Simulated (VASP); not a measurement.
Ba: single point with PBE

Ba:

```
Ba
1.0
    -2.51249    2.51249    2.51249
     2.51249   -2.51249    2.51249
     2.51249    2.51249   -2.51249
Ba
1
Direct
  0.00000 0.00000 0.00000
```

```
Program             : VASP 6.6.1
Task                : single point
Functional          : PBE
Potentials or basis : VASP PAW PBE potentials, release 64 (Ba_sv)
Cutoff              : 520 eV
k mesh              : 9 × 9 × 9
Occupations         : methfessel-paxton, width 0.2 eV
Spin                : no spin polarisation
```

```yaml
Pressure: 0.0 GPa
Band_gap_on_the_k_mesh: zero (bands 5 and 6 overlap by 0.91 eV)
```

Levels at points of the mesh, in eV from the Fermi level:
| k point | band 2 | band 3 | band 4 | band 5 | band 6 | band 7 | band 8 | band 9 |
| --- | --- | --- | --- | --- | --- | --- | --- | --- |
| (0.00, 0.00, 0.00) | -13.85 | -13.85 | -13.85 | -2.75 | 1.82 | 1.82 | 1.82 | 3.21 |

It took 27 s on 1 thread of AMD EPYC 7R13, with other jobs on the host, peak memory 0.15 GiB.

Caveat: spin-orbit coupling is left out, which moves the levels of the heavy elements.
